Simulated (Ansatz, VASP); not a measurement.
**Two plane-wave programs on TiB2SO6**

```
CELL_PARAMETERS angstrom
2.37486 4.11338 0.00000
-2.37486 4.11338 0.00000
-2.37486 1.37112 5.16691
ATOMIC_POSITIONS crystal
S 0.00000 0.00000 0.00000
Ti 0.50000 0.00000 0.50000
B 0.76580 0.46840 0.29740
B 0.23420 0.53160 0.70260
O 0.07670 0.28690 0.29050
O 0.63640 0.78620 0.29050
O 0.57740 0.34590 0.29050
O 0.92330 0.71310 0.70950
O 0.36360 0.21380 0.70950
O 0.42260 0.65410 0.70950
```

Alike in both runs: task single point; functional PBE; k mesh 5 × 5 × 5; no spin polarisation.

|  | VASP | Ansatz |
| --- | --- | --- |
| version | VASP 6.6.1 | Ansatz 0.2.0 |
| potentials or method | VASP PAW PBE potentials, release 64 (S, Ti_sv, B, O), cutoff 520 eV | PAW plane waves |
| occupations | fermi-dirac, width 0.1 eV | fermi-dirac |
| valence electrons in the cell | 60 | 60 |

```csv
,VASP,Ansatz,Ansatz less VASP
gap on the k mesh at the Fermi level (eV),none,none,-
rms of the force components (eV/Å),1.106,1.097,-0.0090
```

Atom by atom the forces differ by 0.018 eV/Å (rms over components). A gap of «none» marks a metal or a gap that the smearing closes. Ansatz's warnings: structure snapped to symmetry.
